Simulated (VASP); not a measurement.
# ReS3 in VASP: a series of runs

Runs on ReS3. Level: PBE. Tasks: single point.

Everything below comes from runs of VASP 6.6.1. Logs are shortened: lines on timing, memory, paths and dates and some standing lists are left out, and cuts for length are marked.

### Step 1. The cell of the first run

Symmetry: P4/mmm, No. 123, tetragonal system. The conventional cell has a = 3.160 Å, b = 3.160 Å, c = 8.545 Å, α = 90.00°, β = 90.00°, γ = 90.00°. Within 3.9 Å of Re (site symmetry 4/mmm) lie 8 S at 2.95 Å and 4 Re at 3.16 Å. Within 4.2 Å of S (site symmetry 4/mmm) lie 12 S at 3.16 to 3.24 Å. S (site symmetry 4mm) has 4 Re at 2.95 Å and 9 S at 3.16 to 3.86 Å within 3.9 Å.

### Step 2. Single point, PBE, collinear spin, ferromagnetic start

Input file INCAR:

```
PREC = Accurate
ENCUT = 520
EDIFF = 1E-6
ISMEAR = 0
SIGMA = 0.1
LREAL = F
LASPH = T
NELM = 150
ALGO = Normal
ISIF = 2
LWAVE = F
LCHARG = F
ISPIN = 2
MAGMOM = 1 0 0 0
LORBIT = 11
LMAXMIX = 4
GGA = PE
NBANDS = 24
```

Input file KPOINTS:

```
Automatic mesh
0
Gamma
  6 6 2
```

Input file POSCAR:

```
ReS3
1.0
    3.1597278100      0.0000000000      0.0000000000
    0.0000000000      3.1597278100      0.0000000000
    0.0000000000      0.0000000000      8.5445808100
Re S
1 3
Direct
    0.0000000000      0.0000000000      0.0000000000
    0.0000000000      0.0000000000      0.5000000000
    0.5000000000      0.5000000000      0.2261155100
    0.5000000000      0.5000000000      0.7738844900
```

Potentials or basis: VASP PAW PBE potentials, release 64 (Re, S).

Run with:

```console
$ cat potpaw_PBE.64/Re/POTCAR potpaw_PBE.64/S/POTCAR > POTCAR
$ mpirun -np 1 vasp_std > vasp.out
```

OUTCAR:

```text
PREC = Accurate
   ENCUT = 520
   EDIFF = 1E-6
   ISMEAR = 0
   LREAL = F
   LASPH = T
   NELM = 150
   ISIF = 2
   ISPIN = 2
   LORBIT = 11
   GGA = PE

 ion  position               nearest neighbor table
   1  0.000  0.000  0.000-   3 2.95   4 2.95   3 2.95   4 2.95   3 2.95   4 2.95   3 2.95   4 2.95

   2  0.000  0.000  0.500-
   3  0.500  0.500  0.226-   1 2.95   1 2.95   1 2.95   1 2.95
   4  0.500  0.500  0.774-   1 2.95   1 2.95   1 2.95   1 2.95

  LATTYP: Found a simple tetragonal cell.
 ALAT       =     3.1597278100
 C/A-ratio  =     2.7042141994

  Lattice vectors:

 A1 = (   3.1597278100,   0.0000000000,   0.0000000000)
 A2 = (   0.0000000000,   3.1597278100,   0.0000000000)
 A3 = (   0.0000000000,   0.0000000000,   8.5445808100)

Analysis of symmetry for initial positions (statically):
=====================================================================
 Subroutine PRICEL returns:
 Original cell was already a primitive cell.

 Routine SETGRP: Setting up the symmetry group for a
 simple tetragonal supercell.

 Subroutine GETGRP returns: Found 16 space group operations
 (whereof 16 operations were pure point group operations)
 out of a pool of 16 trial point group operations.

The static configuration has the point symmetry D_4h.

Analysis of symmetry for dynamics (positions and initial velocities):
=====================================================================
 Subroutine PRICEL returns:
 Original cell was already a primitive cell.

 Routine SETGRP: Setting up the symmetry group for a
 simple tetragonal supercell.

 Subroutine GETGRP returns: Found 16 space group operations
 (whereof 16 operations were pure point group operations)
 out of a pool of 16 trial point group operations.

The dynamic configuration has the point symmetry D_4h.

Analysis of structural, dynamic, and magnetic symmetry:
=====================================================================
 Subroutine PRICEL returns:
 Original cell was already a primitive cell.

 Routine SETGRP: Setting up the symmetry group for a
 simple tetragonal supercell.

 Subroutine GETGRP returns: Found 16 space group operations
 (whereof 16 operations were pure point group operations)
 out of a pool of 16 trial point group operations.

The overall configuration has the point symmetry D_4h.

 Subroutine INISYM returns: Found 16 space group operations
 (whereof 16 operations are pure point group operations),
 and found     1 'primitive' translations

----------------------------------------------------------------------------------------

                                     Primitive cell

  volume of cell :      85.3081

  direct lattice vectors                    reciprocal lattice vectors
     3.159727810  0.000000000  0.000000000     0.316482957  0.000000000  0.000000000
     0.000000000  3.159727810  0.000000000     0.000000000  0.316482957  0.000000000
     0.000000000  0.000000000  8.544580810     0.000000000  0.000000000  0.117033243

  length of vectors
     3.159727810  3.159727810  8.544580810     0.316482957  0.316482957  0.117033243

  position of ions in fractional coordinates (direct lattice)
     0.000000000  0.000000000  0.000000000
     0.000000000  0.000000000  0.500000000
     0.500000000  0.500000000  0.226115510
     0.500000000  0.500000000  0.773884490

  ion indices of the primitive-cell ions
   primitive index   ion index
                 1           1
                 2           2
                 3           3
                 4           4

----------------------------------------------------------------------------------------

 KPOINTS: Automatic mesh

Automatic generation of k-mesh.
 Grid dimensions read from file:
 generate k-points for:    6    6    2

 Generating k-lattice:

  Cartesian coordinates                     Fractional coordinates (reciprocal lattice)
     0.052747159  0.000000000  0.000000000     0.166666667  0.000000000  0.000000000
     0.000000000  0.052747159  0.000000000     0.000000000  0.166666667  0.000000000
     0.000000000  0.000000000  0.058516621     0.000000000  0.000000000  0.500000000

  Length of vectors
     0.052747159  0.052747159  0.058516621

  Shift w.r.t. Gamma in fractional coordinates (k-lattice)
     0.000000000  0.000000000  0.000000000

 Subroutine IBZKPT returns following result:
 ===========================================

 Found     20 irreducible k-points:

 Following reciprocal coordinates:
            Coordinates               Weight
  0.000000  0.000000  0.000000      1.000000
  0.166667  0.000000  0.000000      4.000000
  0.333333  0.000000  0.000000      4.000000
  0.500000  0.000000  0.000000      2.000000
  0.166667  0.166667  0.000000      4.000000
  0.333333  0.166667  0.000000      8.000000
[... 12 lines left out ...]
  0.500000  0.333333  0.500000      4.000000
  0.500000  0.500000  0.500000      1.000000
   k-points           NKPTS =     20   k-points in BZ     NKDIM =     20   number of bands    NBANDS=     24
   number of dos      NEDOS =    301   number of ions     NIONS =      4
   total plane-waves  NPLWV =  36864
   dimension x,y,z NGX =    24 NGY =   24 NGZ =   64
   dimension x,y,z NGXF=    48 NGYF=   48 NGZF=  128
   ions per type =               1   3
   NGX,Y,Z   is equivalent  to a cutoff of  12.63, 12.63, 12.45 a.u.
   NGXF,Y,Z  is equivalent  to a cutoff of  25.25, 25.25, 24.90 a.u.
 SYSTEM =  unknown system
   PREC   = accura    normal or accurate (medium, high low for compatibility)
   ISTART =      0    job   : 0-new  1-cont  2-samecut
   ICHARG =      2    charge: 1-file 2-atom 10-const
   ISPIN  =      2    spin polarized calculation?
   LNONCOLLINEAR =      F non collinear calculations
   LSORBIT =      F    spin-orbit coupling
   LASPH  =      T    aspherical Exc in radial PAW
   ENCUT  =  520.0 eV  38.22 Ry    6.18 a.u.   5.87  5.87 15.89*2*pi/ulx,y,z
   NELM   =    150;   NELMIN=  2; NELMDL= -5     # of ELM steps
   EDIFF  = 0.1E-05   stopping-criterion for ELM
   LREAL  =      F    real-space projection
   EDIFFG = 0.1E-04   stopping-criterion for IOM
   NSW    =      0    number of steps for IOM
   IBRION =     -1    ionic relax: 0-MD 1-quasi-New 2-CG
   NFREE  =      0    steps in history (QN), initial steepest desc. (CG)
   ISIF   =      2    stress and relaxation
   ISYM   =      2    0-nonsym 1-usesym 2-fastsym
   POTIM  = 0.5000    time-step for ionic-motion
   TEBEG  =    0.0;   TEEND  =   0.0 temperature during run
   PSTRESS=    0.0 pullay stress
   NELECT =      25.0000    total number of electrons
   NUPDOWN=      -1.0000    fix difference up-down
   EMIN   =  10.00;   EMAX   =-10.00  energy-range for DOS
   EFERMI =   0.00;   METHOD = LEGACY
   ISMEAR =     0;   SIGMA  =   0.10  broadening in eV -4-tet -1-fermi 0-gaus
   EFERMI_NEDOS =   21; number of points for ismear=-14 and -15
   IALGO  =     38    algorithm
   IMIX   =      4    mixing-type and parameters
     AMIX     =   0.40;   BMIX     =  1.00
     AMIX_MAG =   1.60;   BMIX_MAG =  1.00
  volume/ion in A,a.u.               =      21.33       143.92
  Fermi-wavevector in a.u.,A,eV,Ry     =   1.087405  2.054898 16.088214  1.182450
  Thomas-Fermi vector in A             =   2.223564
   LORBIT       =     11    0 simple, 1 ext, 2 COOP (PROOUT), +10 PAW based schemes
   GGA     = PE    functional components
   LHFCALC =     F    Hartree Fock is set to
   AEXX    =    0.0000 exact exchange contribution
   IVDW    =     0    specifies the selected vdW correction
   LEPSILON=     F    determine dielectric tensor
   LRPA    =     F    only Hartree local field effects (RPA)
 spin polarized calculation
 Gauss-broadening in eV      SIGMA  =   0.10
  energy-cutoff  :      520.00
  volume of cell :       85.31
 maximum number of plane-waves:      2328
 NGX is ok and might be reduce to    24

 number of electron      25.0000009 magnetization      -0.0570339

 number of electron      25.0000009 magnetization       0.0005375

 Free energy of the ion-electron system (eV)
  ---------------------------------------------------
  ext. energy  EPLUGINS =         0.00000000
  ---------------------------------------------------
  free energy    TOTEN  =       -19.61788042 eV

  energy without entropy =      -19.59325802  energy(sigma->0) =      -19.60556922

 E-fermi :   3.9824     XC(G=0): -10.2189

 val. band max:        3.9704131403   @ k =   0.5000   0.5000   0.5000
 cond. band min:       4.0039206086   @ k =   0.5000   0.1667   0.0000
 fundamental gap:      0.0335074684
 Fermi energy:         3.9823565616

 spin component 1

 k-point     1 :       0.0000    0.0000    0.0000
  band No.  band energies     occupation
      1      -9.8841      1.00000
      2      -9.1830      1.00000
      3      -7.8953      1.00000
      4      -1.5122      1.00000
      5       0.2242      1.00000
      6       1.0788      1.00000
[... 529 lines left out ...]
     23      14.1298      0.00000
     24      14.1298      0.00000
 Fermi energy:         3.9823565616

 spin component 2

 k-point     1 :       0.0000    0.0000    0.0000
  band No.  band energies     occupation
      1      -9.8841      1.00000
      2      -9.1831      1.00000
      3      -7.8951      1.00000
      4      -1.5122      1.00000
      5       0.2242      1.00000
      6       1.0789      1.00000
[... 529 lines left out ...]
     23      14.1298      0.00000
     24      14.1298      0.00000

------------------------ aborting loop because EDIFF is reached ----------------------------------------

  FORCE on cell =-STRESS in cart. coord.  units (eV):
  Direction    XX          YY          ZZ          XY          YZ          ZX
  --------------------------------------------------------------------------------------
  -------------------------------------------------------------------------------------
  Total      -11.5180145    -11.5180145    -15.4948267      0.0000000      0.0000000      0.0000000
  in kB     -216.3207077   -216.3207077   -291.0095210      0.0000000      0.0000000      0.0000000
  external PRESSURE =    -241.2169788 kB  Pullay stress =       0.0000000 kB

 VOLUME and BASIS-vectors are now :
 -----------------------------------------------------------------------------
  energy-cutoff  :      520.00
  volume of cell :       85.31
      direct lattice vectors                 reciprocal lattice vectors
     3.159727810  0.000000000  0.000000000     0.316482957  0.000000000  0.000000000
     0.000000000  3.159727810  0.000000000     0.000000000  0.316482957  0.000000000
     0.000000000  0.000000000  8.544580810     0.000000000  0.000000000  0.117033243

 POSITION                                       TOTAL-FORCE (eV/Angst)
 -----------------------------------------------------------------------------------
      0.00000      0.00000      0.00000         0.000000      0.000000      0.000000
      0.00000      0.00000      4.27229         0.000000      0.000000      0.000000
      1.57986      1.57986      1.93206        -0.000000      0.000000     -3.545897
      1.57986      1.57986      6.61252         0.000000     -0.000000      3.545897
 -----------------------------------------------------------------------------------
    total drift:                               -0.000000     -0.000000     -0.000000

  FREE ENERGIE OF THE ION-ELECTRON SYSTEM (eV)
  ---------------------------------------------------
  free  energy   TOTEN  =       -19.6178804185 eV

  energy  without entropy=      -19.5932580207  energy(sigma->0) =      -19.60556922

 total charge

# of ion       s       p       d       tot
------------------------------------------
    1        0.380   0.265   4.422   5.067
    2        1.416   2.053   0.000   3.469
    3        1.417   2.042   0.000   3.459
    4        1.417   2.042   0.000   3.459
--------------------------------------------------
tot          4.631   6.401   4.422  15.454

 magnetization (x)

# of ion       s       p       d       tot
------------------------------------------
    1        0.000   0.000   0.000   0.001
    2        0.000   0.000   0.000   0.000
    3       -0.000  -0.000   0.000  -0.000
    4       -0.000  -0.000   0.000  -0.000
--------------------------------------------------
tot          0.000  -0.000   0.000   0.000
```

Run time: 75 s. Hardware: 1 thread of Intel Xeon 6975P-C (Granite Rapids), shared host; peak memory 0.25 GiB.

Results:

```
Free energy                                           : -19.6179 eV
Pressure                                              : -24.1 GPa
Largest force                                         : 3.546 eV/Å
Net moment                                            : 0.00 μB per cell
Valence electrons inside the program's atomic spheres : Re 5.07; S 3.47, 3.46
```

Forces in eV/Å, atoms in the order of the input:
```
Re   0.000  0.000  0.000
S    0.000  0.000  0.000
S    0.000  0.000 -3.546
S    0.000  0.000  3.546
```

Caveat: the k points lie up to 0.37 Å⁻¹ apart; spin-orbit coupling is left out, which moves the levels of the heavy elements; forces of over 1 eV/Å act on the atoms, so gaps and moduli don't describe the material at rest.

### Step 3. Single point, PBE

This run uses another cell than the first one, of 19.15 Å³/atom, 0.898 times its volume.

Input file INCAR:

```
  PREC = Accurate
  ENCUT = 520
  EDIFF = 1E-7
  ISMEAR = 0
  SIGMA = 0.1
  LREAL = F
  LASPH = T
  NELM = 60
  ALGO = Normal
  ISIF = 2
  LWAVE = F
  LCHARG = F
  GGA = PE
  NBANDS = 20
```

Input file KPOINTS:

```
regular mesh
0
Gamma
  16 16 6
```

Input file POSCAR:

```
ReS3
1.0
    2.8390168741      0.0000000000      0.0000000000
    0.0000000000      2.8390168741      0.0000000000
    0.0000000000      0.0000000000      9.5041362832
Re S
1 3
Direct
    0.0000000000      0.0000000000      0.0000000000
    0.0000000000      0.0000000000      0.5000000000
    0.5000000000      0.5000000000      0.1565997594
    0.5000000000      0.5000000000      0.8434002406
```

Potentials or basis: VASP PAW PBE potentials, release 64 (Re, S).

Run with:

```console
$ cat potpaw_PBE.64/Re/POTCAR potpaw_PBE.64/S/POTCAR > POTCAR
$ mpirun -np 1 vasp_std > vasp.out
```

Wall time 3.3 min (1 thread of Intel Xeon 6975P-C (Granite Rapids), shared host); peak memory 0.38 GiB.

It converged, with:

```yaml
Free_energy: -23.7709 eV
Pressure: 0.2 GPa
Largest_force: 0.054 eV/Å
```

Forces in eV/Å, atoms in the order of the input:
```
Re   0.000  0.000  0.000
S    0.000  0.000  0.000
S    0.000  0.000  0.054
S    0.000  0.000 -0.054
```

Levels at points of the mesh, in eV from the Fermi level:
```
           k point  band 8  band 9  band 10  band 11  band 12  band 13  band 14  band 15  band 16  band 17
(0.00, 0.00, 0.00)   -3.28   -1.39    -1.33    -0.74    -0.74     0.44     2.16     2.16     3.85     3.85
(0.50, 0.00, 0.00)   -3.92   -3.90    -3.87    -0.79    -0.75     0.63     2.11     2.81     3.04     3.44
(0.50, 0.50, 0.00)   -5.56   -2.71    -2.71    -2.14    -0.80     0.45     1.83     1.83     2.71     3.77
(0.00, 0.00, 0.50)   -3.14   -2.64    -0.83    -0.74    -0.74     0.44     2.15     2.15     3.86     3.86
(0.50, 0.00, 0.50)   -3.98   -3.87    -3.56    -0.82    -0.75     0.63     2.18     2.92     3.04     3.44
(0.50, 0.50, 0.50)   -5.56   -2.73    -2.73    -2.16    -0.82     0.53     1.88     1.88     2.71     3.60
```

Caveat: spin-orbit coupling is left out, which moves the levels of the heavy elements; this functional lacks dispersion, which binds the layers, so the pressure and a relaxed spacing across them are unreliable.

### Step 4. Single point, PBE

This run uses another cell than the first one: it holds 8 atoms, not 4.

Input file INCAR:

```
SYSTEM = ReS3
PREC = Accurate
ENCUT = 520
EDIFF = 1E-7
ISMEAR = 0
SIGMA = 0.2
LREAL = .FALSE.
LASPH = .TRUE.
NELM = 100
ALGO = Normal
ISIF = 2
LWAVE = .FALSE.
LCHARG = .FALSE.
GGA = PE
NBANDS = 35
```

Input file KPOINTS:

```
Automatic mesh
0
G
  8 8 2
  0 0 0
```

Input file POSCAR:

```
ReS3
1.0
    2.8403311855      0.0000157181     -0.0017938950
    0.0000017932      2.8402792360     -0.0006659397
   -0.0122914637     -0.0043820507     18.9746296955
Re S
2 6
Direct
   -0.0087354024      0.9968583058      0.5001132518
    0.0067120706      1.0025445970     -0.0001143032
    0.0009300872     -0.0017006487      0.2501010035
    0.0039271490      0.0030450234      0.7498960050
    0.5072845575      0.5028466942      0.0783112038
    0.4927661509      0.4973645951      0.5785409765
    0.4913426561      0.4968333378      0.4216907392
    0.5057727309      0.5022080955      0.9214611235
```

Run with:

```console
$ cat potpaw_PBE.64/Re/POTCAR potpaw_PBE.64/S/POTCAR > POTCAR
$ mpirun -np 1 vasp_std > vasp.out
```

It took 7.9 min on 1 thread of Intel Xeon 6975P-C (Granite Rapids), shared host; peak memory 0.45 GiB.

The run converged. Its results:

```yaml
Free_energy: -47.7002 eV
Pressure: 0.2 GPa
Largest_force: 0.039 eV/Å
Band_gap_on_the_k_mesh: zero (band 25 reaches 6.49 eV, above the bottom of band 26 at 4.38 eV)
```

Forces in eV/Å, atoms in the order of the input:
```
Re   0.004  0.001  0.000
Re   0.000  0.000  0.001
S    0.000  0.000 -0.001
S   -0.001 -0.001  0.001
S   -0.002 -0.002  0.038
S   -0.001 -0.001  0.038
S    0.000  0.000 -0.039
S    0.001  0.001 -0.039
```

Levels at points of the mesh, in eV from the Fermi level:
| k point | band 20 | band 21 | band 22 | band 23 | band 24 | band 25 | band 26 | band 27 | band 28 | band 29 |
| --- | --- | --- | --- | --- | --- | --- | --- | --- | --- | --- |
| (0.00, 0.00, 0.00) | -0.79 | -0.70 | -0.70 | -0.70 | -0.70 | 0.46 | 0.46 | 2.22 | 2.22 | 2.23 |
| (0.50, 0.00, 0.00) | -3.50 | -0.79 | -0.76 | -0.73 | -0.73 | 0.66 | 0.66 | 2.13 | 2.20 | 2.84 |
| (0.00, 0.50, 0.00) | -3.50 | -0.79 | -0.76 | -0.73 | -0.73 | 0.66 | 0.66 | 2.13 | 2.20 | 2.84 |
| (0.50, 0.50, 0.00) | -2.64 | -2.12 | -2.11 | -0.78 | -0.77 | 0.47 | 0.55 | 1.86 | 1.86 | 1.92 |
| (0.00, 0.00, 0.50) | -0.91 | -0.70 | -0.70 | -0.70 | -0.70 | 0.46 | 0.46 | 2.22 | 2.22 | 2.22 |
| (0.50, 0.00, 0.50) | -3.59 | -0.78 | -0.78 | -0.73 | -0.73 | 0.66 | 0.66 | 2.16 | 2.16 | 2.89 |
| (0.00, 0.50, 0.50) | -3.59 | -0.78 | -0.78 | -0.73 | -0.73 | 0.66 | 0.66 | 2.16 | 2.16 | 2.89 |
| (0.50, 0.50, 0.50) | -2.64 | -2.11 | -2.11 | -0.77 | -0.77 | 0.51 | 0.51 | 1.89 | 1.89 | 1.89 |

Caveat: spin-orbit coupling is left out, which moves the levels of the heavy elements.

### Step 5. Overview

```csv
spin,cell,k mesh,smearing,gap on the mesh (eV),pressure (GPa),largest force (eV/Å)
"collinear, ferromagnetic start","a = 3.160, b = 3.160, c = 8.545 Å, 4 atoms",6 × 6 × 2,gaussian 0.1 eV,none,-24.1,3.55
off,"a = 2.839, b = 2.839, c = 9.504 Å, 4 atoms",16 × 16 × 6,gaussian 0.1 eV,none,0.2,0.05
off,"a = 2.840, b = 2.840, c = 18.975 Å, angles 90.0, 90.1, 90.0°, 8 atoms",8 × 8 × 2,gaussian 0.2 eV,none,0.2,0.04
```

Alike in all rows: task single point; level PBE; potentials or basis VASP PAW PBE potentials, release 64 (Re, S); cutoff (eV) 520.

Caveats: some runs use coarse meshes; spin-orbit coupling is left out, which moves the levels of the heavy elements; forces of over 1 eV/Å act on the atoms, so gaps and moduli don't describe the material at rest (some runs); this functional lacks dispersion, which binds the layers, so the pressure and a relaxed spacing across them are unreliable (some runs).

Absolute energies hang on the potentials; compare differences alone.
